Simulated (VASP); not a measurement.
# TaN (Fm-3m) in VASP: further runs, part 2 of 2

VASP 6.6.1.

**5. Relaxation of cell and atoms, r2SCAN+U**

This run uses another cell than the first one, of 10.81 Å³/atom, 1.042 times its volume.

POSCAR

```
TaN
1.0
    0.0000000000      2.2113230000      2.2113230000
    2.2113230000      0.0000000000      2.2113230000
    2.2113230000      2.2113230000      0.0000000000
Ta N
1 1
Direct
    0.5000000000      0.5000000000      0.5000000000
    0.0000000000      0.0000000000      0.0000000000
```

INCAR.step1

```
PREC = Accurate
ENCUT = 660
ISMEAR = -1
SIGMA = 0.05
LREAL = F
LASPH = T
NELM = 200
LMAXMIX = 4
LDAU = T
LDAUTYPE = 2
LDAUL = 2 -1
LDAUU = 8 0
LDAUJ = 0 0
GGA = PE
ALGO = Normal
EDIFF = 1E-5
LWAVE = T
LCHARG = F
GGA_COMPAT = F
IBRION = 2
ISIF = 3
EDIFFG = -0.005
NELMIN = 4
NSW = 100
```

INCAR.step2

```
PREC = Accurate
ENCUT = 660
EDIFF = 1E-7
ISMEAR = -1
SIGMA = 0.05
LREAL = F
LASPH = T
NELM = 200
ALGO = Normal
ISIF = 3
LWAVE = F
LCHARG = F
LMAXMIX = 4
LDAU = T
LDAUTYPE = 2
LDAUL = 2 -1
LDAUU = 8 0
LDAUJ = 0 0
LDAUPRINT = 1
METAGGA = R2SCAN
LMIXTAU = T
IBRION = 2
NSW = 60
EDIFFG = -0.01
ISTART = 1
GGA_COMPAT = F
NELMIN = 4
```

KPOINTS

```
regular mesh
0
Gamma
  10 10 10
```

Potentials or basis: VASP PAW PBE potentials, release 64 (Ta_pv, N).

Run with:

```
$ cat potpaw_PBE.64/Ta_pv/POTCAR potpaw_PBE.64/N/POTCAR > POTCAR
$ cp INCAR.step1 INCAR
$ mpirun -np 1 vasp_std > vasp.out
$ cp INCAR.step2 INCAR
$ mpirun -np 1 vasp_std > vasp.out
```

OUTCAR:

```text
PREC = Accurate
   ENCUT = 660
   EDIFF = 1E-7
   ISMEAR = -1
   LREAL = F
   LASPH = T
   NELM = 200
   ISIF = 3
   METAGGA = R2SCAN
   IBRION = 2
   NSW = 60
   EDIFFG = -0.01
   ISTART = 1
   NELMIN = 4

 ion  position               nearest neighbor table
   1  0.500  0.500  0.500-   2 2.21   2 2.21   2 2.21   2 2.21   2 2.21   2 2.21
   2  0.000  0.000  0.000-   1 2.21   1 2.21   1 2.21   1 2.21   1 2.21   1 2.21

  LATTYP: Found a face centered cubic cell.
 ALAT       =     4.4226460000

  Lattice vectors:

 A1 = (   0.0000000000,   2.2113230000,   2.2113230000)
 A2 = (   2.2113230000,   0.0000000000,   2.2113230000)
 A3 = (   2.2113230000,   2.2113230000,   0.0000000000)

Analysis of symmetry for initial positions (statically):
=====================================================================
 Subroutine PRICEL returns:
 Original cell was already a primitive cell.

 Routine SETGRP: Setting up the symmetry group for a
[... 672 lines left out ...]
  o =  0.1563  v =  0.0000 -0.0000  0.0321 -0.0000 -0.9995  0.0000  0.0000  0.0000  0.0000  0.0000      0.0000  0.0000  0.0000  0.0000  0.0000  0.0000  0.0000  0.0000  0.0000  0.0000
  o =  0.1563  v =  0.0000  0.0000  0.0000  0.0000  0.0000  0.0000 -0.0000  0.0321 -0.0000 -0.9995      0.0000  0.0000  0.0000  0.0000  0.0000  0.0000  0.0000  0.0000  0.0000  0.0000
  o =  0.2452  v =  0.0000  0.0000  0.0000  0.0000  0.0000  0.0000  0.3728  0.0000 -0.9279  0.0000      0.0000  0.0000  0.0000  0.0000  0.0000  0.0000  0.0000  0.0000  0.0000  0.0000
  o =  0.2452  v =  0.0000  0.3728  0.0000 -0.9279  0.0000  0.0000  0.0000  0.0000  0.0000  0.0000      0.0000  0.0000  0.0000  0.0000  0.0000  0.0000  0.0000  0.0000  0.0000  0.0000
  o =  0.2452  v =  1.0000  0.0000  0.0000  0.0000  0.0000  0.0000  0.0000  0.0000  0.0000  0.0000      0.0000  0.0000  0.0000  0.0000  0.0000  0.0000  0.0000  0.0000  0.0000  0.0000
  o =  0.2452  v =  0.0000  0.0000  0.0000  0.0000  0.0000  1.0000  0.0000  0.0000  0.0000  0.0000      0.0000  0.0000  0.0000  0.0000  0.0000  0.0000  0.0000  0.0000  0.0000  0.0000
  o =  0.2452  v =  0.0000 -0.9279 -0.0000 -0.3728  0.0000  0.0000  0.0000  0.0000  0.0000  0.0000      0.0000  0.0000  0.0000  0.0000  0.0000  0.0000  0.0000  0.0000  0.0000  0.0000
  o =  0.2452  v =  0.0000  0.0000  0.0000  0.0000  0.0000  0.0000 -0.9279 -0.0000 -0.3728  0.0000      0.0000  0.0000  0.0000  0.0000  0.0000  0.0000  0.0000  0.0000  0.0000  0.0000

--------------------------------------- Ionic step        4  -------------------------------------------

 number of electron      16.0000002 magnetization

 Free energy of the ion-electron system (eV)
  ---------------------------------------------------
  ext. energy  EPLUGINS =         0.00000000
  ---------------------------------------------------
  free energy    TOTEN  =       -52.61981858 eV

  energy without entropy =      -52.61546689  energy(sigma->0) =      -52.61764274

 E-fermi :   9.8118     XC(G=0): -14.0565

 val. band max:        9.6517313320   @ k =  -0.3000   0.4000   0.2000
 cond. band min:       9.8451567925   @ k =  -0.3000   0.3000   0.1000
 fundamental gap:      0.1934254606
 Fermi energy:         9.8117991292

 k-point     1 :       0.0000    0.0000    0.0000
  band No.  band energies     occupation
      1     -29.3131      2.00000
      2     -29.3131      2.00000
      3     -29.3131      2.00000
      4     -10.2481      2.00000
      5       5.3560      2.00000
      6       5.3560      2.00000
      7       5.3560      2.00000
      8       7.9818      2.00000
      9       7.9818      2.00000
     10       7.9818      2.00000
     11       9.9994      0.04584
     12      10.8204      0.00000
[... 374 lines left out ...]
  FREE ENERGIE OF THE ION-ELECTRON SYSTEM (eV)
  ---------------------------------------------------
  free  energy   TOTEN  =       -52.6198185833 eV

  energy  without entropy=      -52.6154668878  energy(sigma->0) =      -52.61764274

 reached required accuracy - stopping structural energy minimisation
```

OSZICAR.step1:

```text
N       E                     dE             d eps       ncg     rms          rms(c)
DAV:   1     0.108746174688E+03    0.10875E+03   -0.10694E+04  1128   0.168E+03
DAV:   2    -0.137554311910E+02   -0.12250E+03   -0.11572E+03  1288   0.390E+02
DAV:   3    -0.186815694408E+02   -0.49261E+01   -0.47531E+01  1452   0.729E+01
[... 108 lines left out ...]
       N       E                     dE             d eps       ncg     rms          rms(c)
DAV:   1    -0.148683158789E+02   -0.14993E-04   -0.36423E-04  1128   0.248E-01    0.299E-02
DAV:   2    -0.148683075747E+02    0.83042E-05   -0.10952E-05   592   0.382E-02    0.117E-02
DAV:   3    -0.148683053888E+02    0.21860E-05   -0.75421E-06   572   0.301E-02    0.248E-03
DAV:   4    -0.148683053339E+02    0.54828E-07   -0.41523E-07   564   0.865E-03
  17 F= -.14868305E+02 E0= -.14866027E+02  d E =-.155737E-04
```

Wall time 8.1 min (1 thread of AMD EPYC 7R43 (Zen 3), shared host); peak memory 0.16 GiB.

What came out:

| Quantity | Value |
| --- | --- |
| Free energy | -52.6198 eV |
| Relaxed volume | 11.47 Å³/atom |
| Relaxed cell | a = 3.190 Å, b = 3.190 Å, c = 3.190 Å, α = 60.00°, β = 60.00°, γ = 60.00° |
| Space group after relaxing (to 0.05 Å) | Fm-3m (No. 225) |
| Energy gained by relaxing | 40.3 meV/atom |
| Ionic steps | 4 |
| Pressure after relaxing | -0.1 GPa |
| Band gap on the k mesh | zero (band 8 reaches 11.63 eV, above the bottom of band 9 at 7.98 eV) |

Step by step:
```csv
step,energy change (eV),largest force (eV/Å),pressure (GPa),volume (Å³)
1,0.0000,0.0000,20.69,21.63
2,0.2885,0.0000,-30.91,26.30
3,-0.0803,0.0000,-0.83,23.00
4,-0.0805,0.0000,-0.07,22.95
```

Final structure:
```
CELL_PARAMETERS angstrom
0.00000 2.25539 2.25539
2.25539 0.00000 2.25539
2.25539 2.25539 0.00000
ATOMIC_POSITIONS crystal
Ta 0.50000 0.50000 0.50000
N 0.00000 0.00000 0.00000
```

Levels at points of the mesh, in eV from the Fermi level:
| k point | band 6 | band 7 | band 8 | band 9 | band 10 | band 11 |
| --- | --- | --- | --- | --- | --- | --- |
| (0.00, 0.00, 0.00) | -4.46 | -4.46 | -1.83 | -1.83 | -1.83 | 0.19 |
| (0.50, 0.00, 0.00) | -7.42 | -7.42 | 1.82 | 1.98 | 1.98 | 2.70 |
| (0.50, 0.50, 0.00) | -5.43 | -5.43 | -5.20 | 2.99 | 3.49 | 3.49 |

Eigenvalues of the final occupation matrices:
| site | spin | trace | eigenvalues |
| --- | --- | --- | --- |
| site 1 d | 1 | 1.05 | 0.16 0.16 0.25 0.25 0.25 |
| site 1 d | 2 | 1.05 | 0.16 0.16 0.25 0.25 0.25 |

Caveat: the PAW data sets were made with another functional, which shifts forces and pressure a little; spin-orbit coupling is left out, which moves the levels of the heavy elements; U without spin polarisation on a metal has little footing.

**6. Summary**

| task | level | U | cell | k mesh | cutoff (eV) | smearing | grid for exact exchange (PRECFOCK) | gap on the mesh (eV) | pressure (GPa) | relaxed volume (Å³/atom) |
| --- | --- | --- | --- | --- | --- | --- | --- | --- | --- | --- |
| single point | PBE0 | - | a = 3.085 Å, angles 60.0°, 2 atoms | 6 × 6 × 6 | 520 | fermi-dirac 0.05 eV | Normal | none | 4.8 | - |
| single point | RPBE | - | a = 3.127 Å, angles 60.0°, 2 atoms | 10 × 10 × 10 | 520 | gaussian 0.02 eV | - | none | 4.0 | - |
| relaxation of cell and atoms | r2SCAN+rVV10 | - | relaxed from a = 3.127 Å, angles 60.0°, 2 atoms | 10 × 10 × 10 | 660 | fermi-dirac 0.05 eV | - | none | -0.1 | 10.63 |
| relaxation of cell and atoms | r2SCAN+U | Ta d U = 8.0 eV | relaxed from a = 3.127 Å, angles 60.0°, 2 atoms | 10 × 10 × 10 | 660 | fermi-dirac 0.05 eV | - | none | -0.1 | 11.47 |

Alike in all rows: potentials or basis VASP PAW PBE potentials, release 64 (Ta_pv, N); no spin polarisation.

Caveats: some runs use coarse meshes; the PAW data sets were made with another functional, which shifts forces and pressure a little; spin-orbit coupling is left out, which moves the levels of the heavy elements; U without spin polarisation on a metal has little footing (some runs).

Total energies depend on the potentials used, so only differences within one code and one set of settings carry meaning.
